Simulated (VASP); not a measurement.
# Ag (Im-3m) in VASP: further runs, part 2 of 2

VASP 6.6.1. Earlier steps stand in the parts before.

### Step 5. Relaxation of cell and atoms, PBEsol, target pressure 50 GPa, at which the enthalpy is minimised

This run uses another cell than the first one, of 13.40 Å³/atom, 0.799 times its volume.

File INCAR:

```
SYSTEM = Ag
PREC = Accurate
ENCUT = 600
EDIFF = 1E-6
ISMEAR = 0
SIGMA = 0.1
LREAL = .FALSE.
LASPH = .TRUE.
NELM = 80
ALGO = Normal
ISIF = 3
LWAVE = .FALSE.
LCHARG = .FALSE.
GGA = PS
IBRION = 2
NSW = 70
EDIFFG = -0.008
PSTRESS = 500.0
```

File KPOINTS:

```
Automatic mesh
0
G
  20 20 20
  0 0 0
```

File POSCAR:

```
Ag
1.0
   -1.4964147158      1.4964147158      1.4964147158
    1.4964147158     -1.4964147158      1.4964147158
    1.4964147158      1.4964147158     -1.4964147158
Ag
1
Direct
    0.0000000000      0.0000000000      0.0000000000
```

Potentials or basis: VASP PAW PBE potentials, release 64 (Ag).

Command:

```bash
cat potpaw_PBE.64/Ag/POTCAR > POTCAR
mpirun -np 1 vasp_std > vasp.out
```

OUTCAR:

```text
SYSTEM = Ag
   PREC = Accurate
   ENCUT = 600
   EDIFF = 1E-6
   ISMEAR = 0
   LREAL = .FALSE.
   LASPH = .TRUE.
   NELM = 80
   ISIF = 3
   GGA = PS
   IBRION = 2
   NSW = 70
   EDIFFG = -0.008
   PSTRESS = 500.0

 ion  position               nearest neighbor table
   1  0.000  0.000  0.000-

  LATTYP: Found a body centered cubic cell.
 ALAT       =     2.9928294316

  Lattice vectors:

 A1 = (  -1.4964147158,   1.4964147158,   1.4964147158)
 A2 = (   1.4964147158,  -1.4964147158,   1.4964147158)
 A3 = (   1.4964147158,   1.4964147158,  -1.4964147158)

Analysis of symmetry for initial positions (statically):
=====================================================================
 Subroutine PRICEL returns:
 Original cell was already a primitive cell.

 Routine SETGRP: Setting up the symmetry group for a
 body centered cubic supercell.

 Subroutine GETGRP returns: Found 48 space group operations
 (whereof 48 operations were pure point group operations)
 out of a pool of 48 trial point group operations.

The static configuration has the point symmetry O_h .

Analysis of symmetry for dynamics (positions and initial velocities):
=====================================================================
 Subroutine PRICEL returns:
 Original cell was already a primitive cell.

 Routine SETGRP: Setting up the symmetry group for a
 body centered cubic supercell.

 Subroutine GETGRP returns: Found 48 space group operations
 (whereof 48 operations were pure point group operations)
 out of a pool of 48 trial point group operations.

The dynamic configuration has the point symmetry O_h .

 Subroutine INISYM returns: Found 48 space group operations
 (whereof 48 operations are pure point group operations),
 and found     1 'primitive' translations

----------------------------------------------------------------------------------------

                                     Primitive cell

  volume of cell :      13.4034

  direct lattice vectors                    reciprocal lattice vectors
    -1.496414716  1.496414716  1.496414716     0.000000000  0.334131972  0.334131972
     1.496414716 -1.496414716  1.496414716     0.334131972  0.000000000  0.334131972
     1.496414716  1.496414716 -1.496414716     0.334131972  0.334131972  0.000000000

  length of vectors
     2.591866317  2.591866317  2.591866317     0.472533967  0.472533967  0.472533967

  position of ions in fractional coordinates (direct lattice)
     0.000000000  0.000000000  0.000000000

  ion indices of the primitive-cell ions
   primitive index   ion index
                 1           1

----------------------------------------------------------------------------------------

 KPOINTS: Automatic mesh

Automatic generation of k-mesh.
 Grid dimensions read from file:
 generate k-points for:   20   20   20

 Generating k-lattice:

  Cartesian coordinates                     Fractional coordinates (reciprocal lattice)
[... 43 lines left out ...]
   number of dos      NEDOS =    301   number of ions     NIONS =      1
   total plane-waves  NPLWV =  13824
   dimension x,y,z NGX =    24 NGY =   24 NGZ =   24
   dimension x,y,z NGXF=    48 NGYF=   48 NGZF=   48
   ions per type =               1
   NGX,Y,Z   is equivalent  to a cutoff of  15.39, 15.39, 15.39 a.u.
   NGXF,Y,Z  is equivalent  to a cutoff of  30.79, 30.79, 30.79 a.u.
 SYSTEM =  Ag
   PREC   = accura    normal or accurate (medium, high low for compatibility)
   ISTART =      0    job   : 0-new  1-cont  2-samecut
   ICHARG =      2    charge: 1-file 2-atom 10-const
   ISPIN  =      1    spin polarized calculation?
   LNONCOLLINEAR =      F non collinear calculations
   LSORBIT =      F    spin-orbit coupling
   LASPH  =      T    aspherical Exc in radial PAW
   ENCUT  =  600.0 eV  44.10 Ry    6.64 a.u.   5.18  5.18  5.18*2*pi/ulx,y,z
   NELM   =     80;   NELMIN=  2; NELMDL= -5     # of ELM steps
   EDIFF  = 0.1E-05   stopping-criterion for ELM
   LREAL  =      F    real-space projection
   EDIFFG = -.8E-02   stopping-criterion for IOM
   NSW    =     70    number of steps for IOM
   IBRION =      2    ionic relax: 0-MD 1-quasi-New 2-CG
   NFREE  =      1    steps in history (QN), initial steepest desc. (CG)
   ISIF   =      3    stress and relaxation
   ISYM   =      2    0-nonsym 1-usesym 2-fastsym
   POTIM  = 0.5000    time-step for ionic-motion
   TEBEG  =    0.0;   TEEND  =   0.0 temperature during run
   PSTRESS=  500.0 pullay stress
   NELECT =      11.0000    total number of electrons
   NUPDOWN=      -1.0000    fix difference up-down
   EMIN   =  10.00;   EMAX   =-10.00  energy-range for DOS
   EFERMI =   0.00;   METHOD = LEGACY
   ISMEAR =     0;   SIGMA  =   0.10  broadening in eV -4-tet -1-fermi 0-gaus
   EFERMI_NEDOS =   21; number of points for ismear=-14 and -15
   IALGO  =     38    algorithm
   IMIX   =      4    mixing-type and parameters
     AMIX     =   0.40;   BMIX     =  1.00
     AMIX_MAG =   1.60;   BMIX_MAG =  1.00
  volume/ion in A,a.u.               =      13.40        90.45
  Fermi-wavevector in a.u.,A,eV,Ry     =   1.532735  2.896449 31.963851  2.349277
  Thomas-Fermi vector in A             =   2.639900
   LORBIT       =      0    0 simple, 1 ext, 2 COOP (PROOUT), +10 PAW based schemes
   GGA     = PS    functional components
   LHFCALC =     F    Hartree Fock is set to
   AEXX    =    0.0000 exact exchange contribution
   IVDW    =     0    specifies the selected vdW correction
   LEPSILON=     F    determine dielectric tensor
   LRPA    =     F    only Hartree local field effects (RPA)
 conjugate gradient relaxation of ions
 non-spin polarized calculation
 Gauss-broadening in eV      SIGMA  =   0.10
  energy-cutoff  :      600.00
  volume of cell :       13.40
 maximum number of plane-waves:       466
 NGX is ok and might be reduce to    24
   NGX = 11   NGY = 11   NGZ = 11

--------------------------------------- Ionic step        1  -------------------------------------------

 number of electron      11.0000000 magnetization

 Free energy of the ion-electron system (eV)
  ---------------------------------------------------
  ext. energy  EPLUGINS =         0.00000000
  ---------------------------------------------------
  free energy    TOTEN  =        -2.87641601 eV

  energy without entropy =       -2.87470918  energy(sigma->0) =       -2.87556259

------------------------ aborting loop because EDIFF is reached ----------------------------------------

  FORCE on cell =-STRESS in cart. coord.  units (eV):
  Direction    XX          YY          ZZ          XY          YZ          ZX
  --------------------------------------------------------------------------------------
  -------------------------------------------------------------------------------------
  Total        4.0016241      4.0016241      4.0016241     -0.0000000      0.0000000     -0.0000000
  in kB      478.3336856    478.3336856    478.3336856     -0.0000000      0.0000000     -0.0000000
  external PRESSURE =     -21.6663144 kB  Pullay stress =     500.0000000 kB
[... 61 lines left out ...]
--------------------------------------- Ionic step        3  -------------------------------------------

 number of electron      11.0000000 magnetization

 Free energy of the ion-electron system (eV)
  ---------------------------------------------------
  ext. energy  EPLUGINS =         0.00000000
  ---------------------------------------------------
  free energy    TOTEN  =        -2.85169118 eV

  energy without entropy =       -2.85005358  energy(sigma->0) =       -2.85087238

 E-fermi :  12.3171     XC(G=0): -13.9481

 val. band max:       12.2667946799   @ k =  -0.4500   0.5000   0.0500
 cond. band min:      12.3230659583   @ k =  -0.3000   0.4500   0.1000
 fundamental gap:      0.0562712784
 Fermi energy:        12.3170686514

 k-point     1 :       0.0000    0.0000    0.0000
  band No.  band energies     occupation
      1       2.3406      2.00000
      2       6.1534      2.00000
      3       6.1534      2.00000
      4       6.1534      2.00000
      5       8.1619      2.00000
      6       8.1619      2.00000
      7      30.7889      0.00000
      8      30.7889      0.00000
      9      30.7889      0.00000
[... 265 lines left out ...]
 k-point    24 :       0.2500    0.1000    0.0000
  band No.  band energies     occupation
      1       4.4423      2.00000
      2       5.3922      2.00000
      3       6.7199      2.00000
      4       7.7951      2.00000
      5       8.3657      2.00000
      6       9.1102      2.00000
      7      24.3740      0.00000
      8      27.4804      0.00000
      9      30.8434      0.00000

 [... further k-points ...]

------------------------ aborting loop because EDIFF is reached ----------------------------------------

  FORCE on cell =-STRESS in cart. coord.  units (eV):
  Direction    XX          YY          ZZ          XY          YZ          ZX
  --------------------------------------------------------------------------------------
  -------------------------------------------------------------------------------------
  Total        4.1569306      4.1569306      4.1569306      0.0000000      0.0000000     -0.0000000
  in kB      499.9196173    499.9196173    499.9196173      0.0000000      0.0000000     -0.0000000
  external PRESSURE =      -0.0803827 kB  Pullay stress =     500.0000000 kB
[... 20 lines left out ...]
  energy  without entropy=       -2.8500535832  energy(sigma->0) =       -2.85087238

  enthalpy is  TOTEN    =         1.3059078092 eV   P V=        4.1575989907

 reached required accuracy - stopping structural energy minimisation
```

CONTCAR:

```text
Ag
   1.00000000000000
    -1.4933939756090928    1.4933939756090928    1.4933939756090928
     1.4933939756090928   -1.4933939756090928    1.4933939756090928
     1.4933939756090928    1.4933939756090928   -1.4933939756090928
  Ag
     1
Direct
     0.0000000000000000    0.0000000000000000    0.0000000000000000

  0.00000000E+00  0.00000000E+00  0.00000000E+00
```

Run time: 24 s. Hardware: 1 thread of Intel Xeon 6975P-C (Granite Rapids), shared host; peak memory 0.18 GiB.

Results:

```
Free energy                                            : -2.8517 eV
Relaxed volume                                         : 13.32 Å³/atom
Relaxed cell                                           : a = 2.587 Å, b = 2.587 Å, c = 2.587 Å, α = 109.47°, β = 109.47°, γ = 109.47°
Space group after relaxing (to 0.05 Å)                 : Im-3m (No. 229)
Energy change on relaxing (the enthalpy is what falls) : +24.7 meV/atom
Ionic steps                                            : 3
Pressure after relaxing                                : 50.0 GPa
```

The path:
| step | energy change (eV) | largest force (eV/Å) | pressure (GPa) | volume (Å³) |
| --- | --- | --- | --- | --- |
| 1 | 0.0000 | 0.0000 | 47.83 | 13.40 |
| 2 | 0.1145 | 0.0000 | 57.66 | 13.05 |
| 3 | 0.0247 | 0.0000 | 49.99 | 13.32 |

Final structure:
```yaml
crystal:
  lattice:
    - [-1.49339, 1.49339, 1.49339]
    - [1.49339, -1.49339, 1.49339]
    - [1.49339, 1.49339, -1.49339]
  atoms:
    - { symbol: Ag, position: [0.00000, 0.00000, 0.00000] }
```

Levels at points of the mesh, in eV from the Fermi level:
```
           k point  band 1  band 2  band 3  band 4  band 5  band 6  band 7  band 8  band 9
(0.00, 0.00, 0.00)   -9.98   -6.16   -6.16   -6.16   -4.16   -4.16   18.47   18.47   18.47
(0.50, 0.00, 0.00)   -8.44   -7.37   -4.22   -3.93   -2.56   -0.91    5.75   13.88   16.73
(0.50, 0.50, 0.50)   -8.45   -8.45   -2.95   -2.95   -2.95    7.49    7.49    7.49   16.04
```

Caveat: the cell is relaxed towards a set pressure, so the enthalpy falls and the energy may rise; the PAW data sets were made with another functional, which shifts forces and pressure a little.

### Step 6. Summary

| task | cell | k mesh | cutoff (eV) | smearing | gap on the mesh (eV) | pressure (GPa) |
| --- | --- | --- | --- | --- | --- | --- |
| single point | a = 2.793 Å, angles 109.5°, 1 atom | 26 × 26 × 26 | 520 | gaussian 0.15 eV | none | -0.2 |
| relaxation of cell and atoms | relaxed from a = 2.868 Å, angles 109.5°, 1 atom | 18 × 18 × 18 | 600 | gaussian 0.1 eV | none | 0.0 |
| relaxation of cell and atoms | relaxed to -1 GPa from a = 2.802 Å, angles 109.5°, 1 atom | 18 × 18 × 18 | 600 | gaussian 0.1 eV | none | -1.0 |
| relaxation of cell and atoms | relaxed to 50 GPa from a = 2.592 Å, angles 109.5°, 1 atom | 20 × 20 × 20 | 600 | gaussian 0.1 eV | none | 50.0 |

Alike in all rows: level PBEsol; potentials or basis VASP PAW PBE potentials, release 64 (Ag); no spin polarisation.

Caveats: the PAW data sets were made with another functional, which shifts forces and pressure a little; the cell is relaxed towards a set pressure, so the enthalpy falls and the energy may rise (some runs).

Total energies depend on the potentials used, so only differences within one code and one set of settings carry meaning.
